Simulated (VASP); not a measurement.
# GaN (F-43m) in VASP: further runs

GaN is run at these levels: LDA; tasks: single point.

Everything below comes from runs of VASP 6.6.1. Logs are shortened: lines on timing, memory, paths and dates and some standing lists are left out, and cuts for length are marked.

## (1) The cell of the first run

The structure is cubic, space group F-43m (No. 216). The conventional cell has a = 4.455 Å, b = 4.455 Å, c = 4.455 Å, α = 90.00°, β = 90.00°, γ = 90.00°. Within 2.6 Å of Ga (site symmetry -43m) lie 4 N at 1.93 Å. Within 2.6 Å of N (site symmetry -43m) lie 4 Ga at 1.93 Å.

## (2) Single point, LDA

Input file INCAR:

```
SYSTEM = GaN
PREC = Accurate
ENCUT = 520
EDIFF = 1E-7
ISMEAR = 0
SIGMA = 0.01
LREAL = .False.
LASPH = .True.
NELM = 100
ALGO = Normal
ISIF = 2
LWAVE = .False.
LCHARG = .False.
GGA = CA
NBANDS = 16
```

Input file KPOINTS:

```
Automatic mesh
0
Gamma
  10 10 10
  0 0 0
```

Input file POSCAR:

```
GaN
1.0
    0.0000000000      2.2277045316      2.2277045316
    2.2277045316      0.0000000000      2.2277045316
    2.2277045316      2.2277045316      0.0000000000
Ga N
1 1
Direct
    0.0000000000      0.0000000000      0.0000000000
    0.2500000000      0.2500000000      0.2500000000
```

Potentials or basis: VASP PAW LDA potentials, release 64 (Ga_d, N).

The run is started by

```console
$ cat potpaw_LDA.64/Ga_d/POTCAR potpaw_LDA.64/N/POTCAR > POTCAR
$ mpirun -np 1 vasp_std > vasp.out
```

OUTCAR:

```text
SYSTEM = GaN
   PREC = Accurate
   ENCUT = 520
   EDIFF = 1E-7
   ISMEAR = 0
   LREAL = .False.
   LASPH = .True.
   NELM = 100
   ISIF = 2
   GGA = CA

 ion  position               nearest neighbor table
   1  0.000  0.000  0.000-   2 1.93   2 1.93   2 1.93   2 1.93
   2  0.250  0.250  0.250-   1 1.93   1 1.93   1 1.93   1 1.93

  LATTYP: Found a face centered cubic cell.
 ALAT       =     4.4554090632

  Lattice vectors:

 A1 = (   0.0000000000,   2.2277045316,   2.2277045316)
 A2 = (   2.2277045316,   0.0000000000,   2.2277045316)
 A3 = (   2.2277045316,   2.2277045316,   0.0000000000)

Analysis of symmetry for initial positions (statically):
=====================================================================
 Subroutine PRICEL returns:
 Original cell was already a primitive cell.

 Routine SETGRP: Setting up the symmetry group for a
 face centered cubic supercell.

 Subroutine GETGRP returns: Found 24 space group operations
 (whereof 24 operations were pure point group operations)
 out of a pool of 48 trial point group operations.

The static configuration has the point symmetry T_d .

Analysis of symmetry for dynamics (positions and initial velocities):
=====================================================================
 Subroutine PRICEL returns:
 Original cell was already a primitive cell.

 Routine SETGRP: Setting up the symmetry group for a
 face centered cubic supercell.

 Subroutine GETGRP returns: Found 24 space group operations
 (whereof 24 operations were pure point group operations)
 out of a pool of 48 trial point group operations.

The dynamic configuration has the point symmetry T_d .

 Subroutine INISYM returns: Found 24 space group operations
 (whereof 24 operations are pure point group operations),
 and found     1 'primitive' translations

----------------------------------------------------------------------------------------

                                     Primitive cell

  volume of cell :      22.1107

  direct lattice vectors                    reciprocal lattice vectors
     0.000000000  2.227704532  2.227704532    -0.224446282  0.224446282  0.224446282
     2.227704532  0.000000000  2.227704532     0.224446282 -0.224446282  0.224446282
     2.227704532  2.227704532  0.000000000     0.224446282  0.224446282 -0.224446282

  length of vectors
     3.150449962  3.150449962  3.150449962     0.388752364  0.388752364  0.388752364

  position of ions in fractional coordinates (direct lattice)
     0.000000000  0.000000000  0.000000000
     0.250000000  0.250000000  0.250000000

  ion indices of the primitive-cell ions
   primitive index   ion index
                 1           1
                 2           2

----------------------------------------------------------------------------------------

 KPOINTS: Automatic mesh

Automatic generation of k-mesh.
 Grid dimensions read from file:
 generate k-points for:   10   10   10

 Generating k-lattice:

  Cartesian coordinates                     Fractional coordinates (reciprocal lattice)
    -0.022444628  0.022444628  0.022444628     0.100000000  0.000000000  0.000000000
     0.022444628 -0.022444628  0.022444628     0.000000000  0.100000000  0.000000000
     0.022444628  0.022444628 -0.022444628     0.000000000  0.000000000  0.100000000

  Length of vectors
     0.038875236  0.038875236  0.038875236

  Shift w.r.t. Gamma in fractional coordinates (k-lattice)
     0.000000000  0.000000000  0.000000000

 Subroutine IBZKPT returns following result:
 ===========================================

 Found     47 irreducible k-points:

 Following reciprocal coordinates:
            Coordinates               Weight
  0.000000  0.000000  0.000000      1.000000
  0.100000  0.000000  0.000000      8.000000
  0.200000  0.000000  0.000000      8.000000
  0.300000  0.000000  0.000000      8.000000
  0.400000  0.000000  0.000000      8.000000
  0.500000  0.000000  0.000000      4.000000
[... 16 lines left out ...]
  0.300000  0.300000  0.000000      6.000000
  0.400000  0.300000  0.000000     24.000000
 [... further k-points ...]
   k-points           NKPTS =     47   k-points in BZ     NKDIM =     47   number of bands    NBANDS=     16
   number of dos      NEDOS =    301   number of ions     NIONS =      2
   total plane-waves  NPLWV =  13824
   dimension x,y,z NGX =    24 NGY =   24 NGZ =   24
   dimension x,y,z NGXF=    48 NGYF=   48 NGZF=   48
   ions per type =               1   1
   NGX,Y,Z   is equivalent  to a cutoff of  12.66, 12.66, 12.66 a.u.
   NGXF,Y,Z  is equivalent  to a cutoff of  25.33, 25.33, 25.33 a.u.
 SYSTEM =  GaN
   PREC   = accura    normal or accurate (medium, high low for compatibility)
   ISTART =      0    job   : 0-new  1-cont  2-samecut
   ICHARG =      2    charge: 1-file 2-atom 10-const
   ISPIN  =      1    spin polarized calculation?
   LNONCOLLINEAR =      F non collinear calculations
   LSORBIT =      F    spin-orbit coupling
   LASPH  =      T    aspherical Exc in radial PAW
   ENCUT  =  520.0 eV  38.22 Ry    6.18 a.u.   5.86  5.86  5.86*2*pi/ulx,y,z
   NELM   =    100;   NELMIN=  2; NELMDL= -5     # of ELM steps
   EDIFF  = 0.1E-06   stopping-criterion for ELM
   LREAL  =      F    real-space projection
   EDIFFG = 0.1E-05   stopping-criterion for IOM
   NSW    =      0    number of steps for IOM
   IBRION =     -1    ionic relax: 0-MD 1-quasi-New 2-CG
   NFREE  =      0    steps in history (QN), initial steepest desc. (CG)
   ISIF   =      2    stress and relaxation
   ISYM   =      2    0-nonsym 1-usesym 2-fastsym
   POTIM  = 0.5000    time-step for ionic-motion
   TEBEG  =    0.0;   TEEND  =   0.0 temperature during run
   PSTRESS=    0.0 pullay stress
   NELECT =      18.0000    total number of electrons
   NUPDOWN=      -1.0000    fix difference up-down
   EMIN   =  10.00;   EMAX   =-10.00  energy-range for DOS
   EFERMI =   0.00;   METHOD = LEGACY
   ISMEAR =     0;   SIGMA  =   0.01  broadening in eV -4-tet -1-fermi 0-gaus
   EFERMI_NEDOS =   21; number of points for ismear=-14 and -15
   IALGO  =     38    algorithm
   IMIX   =      4    mixing-type and parameters
     AMIX     =   0.40;   BMIX     =  1.00
     AMIX_MAG =   1.60;   BMIX_MAG =  1.00
  volume/ion in A,a.u.               =      11.06        74.61
  Fermi-wavevector in a.u.,A,eV,Ry     =   1.528615  2.888663 31.792236  2.336663
  Thomas-Fermi vector in A             =   2.636349
   LORBIT       =      0    0 simple, 1 ext, 2 COOP (PROOUT), +10 PAW based schemes
   GGA     = CA    functional components
   LHFCALC =     F    Hartree Fock is set to
   AEXX    =    0.0000 exact exchange contribution
   IVDW    =     0    specifies the selected vdW correction
   LEPSILON=     F    determine dielectric tensor
   LRPA    =     F    only Hartree local field effects (RPA)
 non-spin polarized calculation
 Gauss-broadening in eV      SIGMA  =   0.01
  energy-cutoff  :      520.00
  volume of cell :       22.11
 maximum number of plane-waves:       610
   NGX = 11   NGY = 11   NGZ = 11

 number of electron      18.0000015 magnetization

 Free energy of the ion-electron system (eV)
  ---------------------------------------------------
  ext. energy  EPLUGINS =         0.00000000
  ---------------------------------------------------
  free energy    TOTEN  =       -13.94379289 eV

  energy without entropy =      -13.94379289  energy(sigma->0) =      -13.94379289

 E-fermi :   5.4938     XC(G=0): -12.3037

 val. band max:        5.4192218884   @ k =   0.0000   0.0000   0.0000
 cond. band min:       7.3912327954   @ k =   0.0000   0.0000   0.0000
 fundamental gap:      1.9720109070
 Fermi energy:         5.4938046271

 k-point     1 :       0.0000    0.0000    0.0000
  band No.  band energies     occupation
      1     -10.6885      2.00000
      2      -8.1712      2.00000
      3      -8.1712      2.00000
      4      -8.1712      2.00000
      5      -7.8169      2.00000
      6      -7.8169      2.00000
[... 8 lines left out ...]
     15      24.3618      0.00000
     16      24.3618      0.00000

 k-point     2 :       0.1000    0.0000    0.0000
  band No.  band energies     occupation
      1     -10.5687      2.00000
      2      -8.1562      2.00000
      3      -8.1562      2.00000
      4      -8.1333      2.00000
      5      -7.8184      2.00000
      6      -7.8184      2.00000
[... 8 lines left out ...]
     15      23.0799      0.00000
     16      23.0799      0.00000

 k-point     3 :       0.2000    0.0000    0.0000
  band No.  band energies     occupation
      1     -10.2669      2.00000
      2      -8.1213      2.00000
      3      -8.1213      2.00000
      4      -7.9673      2.00000
      5      -7.8173      2.00000
      6      -7.8173      2.00000
[... 8 lines left out ...]
     15      22.3047      0.00000
     16      22.3047      0.00000

 k-point     4 :       0.3000    0.0000    0.0000
  band No.  band energies     occupation
      1      -9.9491      2.00000
      2      -8.0905      2.00000
      3      -8.0905      2.00000
      4      -7.8024      2.00000
      5      -7.8024      2.00000
      6      -7.5419      2.00000
[... 8 lines left out ...]
     15      22.8132      0.00000
     16      22.8132      0.00000
[... 324 lines left out ...]
 k-point    22 :      -0.2000    0.2000    0.0000
  band No.  band energies     occupation
      1      -9.8517      2.00000
      2      -8.0737      2.00000
      3      -8.0560      2.00000
      4      -7.8424      2.00000
      5      -7.8362      2.00000
      6      -7.3459      2.00000
[... 8 lines left out ...]
     15      22.9178      0.00000
     16      26.2100      0.00000

 k-point    23 :       0.3000    0.3000    0.0000
  band No.  band energies     occupation
      1      -9.7603      2.00000
      2      -8.0183      2.00000
      3      -7.9614      2.00000
      4      -7.9614      2.00000
      5      -7.7613      2.00000
      6      -7.3301      2.00000
[... 8 lines left out ...]
     15      27.7313      0.00000
     16      28.3189      0.00000

 k-point    24 :       0.4000    0.3000    0.0000
  band No.  band energies     occupation
      1      -9.6406      2.00000
      2      -8.0368      2.00000
      3      -7.9241      2.00000
      4      -7.9227      2.00000
      5      -7.7500      2.00000
      6      -6.8253      2.00000
[... 8 lines left out ...]
     15      28.1209      0.00000
     16      28.1548      0.00000

 [... further k-points ...]
[... 5 lines left out ...]
  --------------------------------------------------------------------------------------
  -------------------------------------------------------------------------------------
  Total        0.1534186      0.1534186      0.1534186      0.0000000      0.0000000     -0.0000000
  in kB       11.1169532     11.1169532     11.1169532      0.0000000      0.0000000     -0.0000000
  external PRESSURE =      11.1169532 kB  Pullay stress =       0.0000000 kB

 VOLUME and BASIS-vectors are now :
 -----------------------------------------------------------------------------
  energy-cutoff  :      520.00
  volume of cell :       22.11
      direct lattice vectors                 reciprocal lattice vectors
     0.000000000  2.227704532  2.227704532    -0.224446282  0.224446282  0.224446282
     2.227704532  0.000000000  2.227704532     0.224446282 -0.224446282  0.224446282
     2.227704532  2.227704532  0.000000000     0.224446282  0.224446282 -0.224446282

 POSITION                                       TOTAL-FORCE (eV/Angst)
 -----------------------------------------------------------------------------------
      0.00000      0.00000      0.00000         0.000000     -0.000000      0.000000
      1.11385      1.11385      1.11385        -0.000000      0.000000     -0.000000
 -----------------------------------------------------------------------------------
    total drift:                                0.000002      0.000002      0.000002

  FREE ENERGIE OF THE ION-ELECTRON SYSTEM (eV)
  ---------------------------------------------------
  free  energy   TOTEN  =       -13.9437928927 eV

  energy  without entropy=      -13.9437928927  energy(sigma->0) =      -13.94379289
```

It took 5.6 s on 1 thread of Intel Xeon 6975P-C (Granite Rapids), shared host; peak memory 0.13 GiB.

Results:

- Free energy: -13.9438 eV
- Pressure: 1.1 GPa
- Band gap on the k mesh: 1.97 eV, direct

## (3) Single point, LDA

Input file INCAR:

```
SYSTEM = GaN
PREC     = Accurate       ! precision mode
ENCUT    = 520            ! plane-wave cutoff, eV
EDIFF    = 1E-7           ! SCF threshold, eV
ISMEAR   = 0              ! smearing method
SIGMA    = 0.01           ! smearing width, eV
LREAL    = .FALSE.        ! projectors in reciprocal space
LASPH    = .TRUE.         ! aspherical terms in the spheres
NELM     = 60             ! most SCF steps
ALGO     = Normal         ! electronic algorithm
ISIF     = 2              ! what is computed and relaxed
LWAVE    = .FALSE.        ! write WAVECAR
LCHARG   = .FALSE.        ! write CHGCAR
NBANDS   = 16             ! bands
```

Input file KPOINTS:

```
regular mesh
0
G
  10 10 10
  0 0 0
```

POSCAR is that of step 2.

Potentials or basis: VASP PAW LDA potentials, release 64 (Ga_d, N).

The run is started by

```console
$ cat potpaw_LDA.64/Ga_d/POTCAR potpaw_LDA.64/N/POTCAR > POTCAR
$ mpirun -np 1 vasp_std > vasp.out
```

Run time: 5.7 s. Hardware: 1 thread of Intel Xeon 6975P-C (Granite Rapids), shared host; peak memory 0.13 GiB.

It converged, with:

- Free energy: -13.9438 eV
- Pressure: 1.1 GPa
- Band gap on the k mesh: 1.97 eV, direct

Levels at points of the mesh, in eV from the valence-band top:
```
           k point  band 7  band 8  band 9  band 10  band 11  band 12
(0.00, 0.00, 0.00)    0.00    0.00    0.00     1.97    10.33    10.33
(0.50, 0.00, 0.00)   -7.35   -1.02   -1.02     4.78     8.77    10.38
(0.50, 0.50, 0.00)   -6.35   -2.86   -2.86     3.26     6.69    11.75
```

## (4) Single point, LDA

Input file INCAR:

```
PREC = Accurate
ENCUT = 520
EDIFF = 1E-7
ISMEAR = -1
SIGMA = 0.1
LREAL = F
LASPH = T
NELM = 60
ALGO = Normal
ISIF = 2
LWAVE = F
LCHARG = T
LELF = T
LVHAR = T
NBANDS = 16
```

Input file KPOINTS:

```
regular mesh
0
Gamma
  14 14 14
```

POSCAR is that of step 3.

The run is started by

```console
$ cat potpaw_LDA.64/Ga_d/POTCAR potpaw_LDA.64/N/POTCAR > POTCAR
$ mpirun -np 1 vasp_std > vasp.out
```

Run time: 13 s. Hardware: 1 thread of Intel Xeon 6975P-C (Granite Rapids), shared host; peak memory 0.15 GiB.

Results (log left out):

- Free energy: -13.9438 eV
- Pressure: 1.1 GPa
- Band gap on the k mesh: 1.97 eV, direct

Levels at points of the mesh, in eV from the valence-band top:
| k point | band 5 | band 6 | band 7 | band 8 | band 9 | band 10 | band 11 | band 12 | band 13 | band 14 |
| --- | --- | --- | --- | --- | --- | --- | --- | --- | --- | --- |
| (0.00, 0.00, 0.00) | -13.24 | -13.24 | 0.00 | 0.00 | 0.00 | 1.97 | 10.33 | 10.33 | 10.33 | 17.77 |
| (0.50, 0.00, 0.00) | -13.18 | -11.86 | -7.35 | -1.02 | -1.02 | 4.78 | 8.77 | 10.38 | 10.38 | 15.68 |
| (0.50, 0.50, 0.00) | -13.15 | -11.38 | -6.35 | -2.86 | -2.86 | 3.26 | 6.69 | 11.75 | 14.12 | 14.12 |
